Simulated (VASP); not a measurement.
Write the native input for VASP 6.6.1 that does the following.

* Task: single point
* Functional: PBE
* Potentials or basis: VASP PAW PBE potentials, release 64 (Pt)
* Cutoff: 520 eV
* k mesh: 13 × 13 × 5
* Occupations: fermi-dirac, width 0.08 eV
* Spin: no spin polarisation
* Dipole correction: no
* Further INCAR settings: ALGO = Normal; EDIFF = 1e-07; NBANDS = 22

The structure of Pt lies in POSCAR:

```
Pt
1.0
    0.0000000000      1.9855579642     -1.9855579642
   -1.9855579642      0.0000000000      1.9855579642
    3.9711159284      3.9711159284      3.9711159284
Pt
3
Direct
    0.0000000000      0.0000000000      0.0000000000
    0.3333333330      0.6666666670      0.3333333330
    0.6666666670      0.3333333330      0.6666666670
```

These files were run (other wordings do the same):

INCAR

```
PREC = Accurate
ENCUT = 520
EDIFF = 1E-7
ISMEAR = -1
SIGMA = 0.08
LREAL = F
LASPH = T
NELM = 60
ALGO = Normal
ISIF = 2
LWAVE = F
LCHARG = T
GGA = PE
LELF = T
LVHAR = T
NBANDS = 22
```

KPOINTS

```
regular mesh
0
Gamma
  13 13 5
```

Potentials or basis: VASP PAW PBE potentials, release 64 (Pt).

Command:

```bash
$ cat potpaw_PBE.64/Pt/POTCAR > POTCAR
$ mpirun -np 1 vasp_std > vasp.out
```

It gave:

```json
{
  "Pressure": "-0.5 GPa",
  "Band gap on the k mesh": "zero (band 15 reaches 10.96 eV, above the bottom of band 16 at 9.29 eV)"
}
```

Caveat: spin-orbit coupling is left out, which moves the levels of the heavy elements.

Wall time 2.7 min on 1 thread of AMD EPYC 7R13, on a shared host, peak memory 0.2 GiB.
